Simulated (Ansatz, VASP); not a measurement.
One calculation of RbHfCl5, two programs

```
CELL_PARAMETERS angstrom
4.57447 0.00000 0.00000
0.00000 4.57447 0.00000
0.00000 0.00000 8.28768
ATOMIC_POSITIONS crystal
Rb 0.00000 0.00000 0.50000
Hf 0.50000 0.50000 0.00000
Cl 0.00000 0.50000 0.21486
Cl 0.00000 0.50000 0.78514
Cl 0.50000 0.00000 0.21486
Cl 0.50000 0.00000 0.78514
Cl 0.00000 0.00000 0.00000
```

Change from the starting cell: species swapped into the TlPd5Se type (P4/mmm, No. 123).

Alike in both runs: functional PBE; k mesh 4 × 4 × 2; occupations gaussian, width 0.1 eV; no spin polarisation.

Ansatz relaxed the structure, and its values are those at the end. VASP's run is a single point on that final structure, the one shown.

```csv
,VASP,Ansatz
version,VASP 6.6.1,Ansatz 0.2.0
potentials or method,"VASP PAW PBE potentials, release 64 (Rb_sv, Hf_pv, Cl), cutoff 520 eV","scalar-relativistic, plane waves, PAW"
valence electrons in the cell,54,70
```

```tsv
	VASP	Ansatz	Ansatz less VASP
gap on the k mesh at the Fermi level (eV)	0.22	0.24	+0.012
least direct gap on the mesh (eV)	0.49	0.50	+0.014
pressure (GPa)	-0.3	0.0	+0.28
rms of the force components (eV/Å)	0.018	0.001	-0.0173
```

With one functional, cell and mesh, what is left measures potentials, basis and numerics. VASP's potentials hold 54 valence electrons a cell and Ansatz's 70, so a difference there can come from the potentials and not from the codes.

Spin-orbit coupling is off throughout.
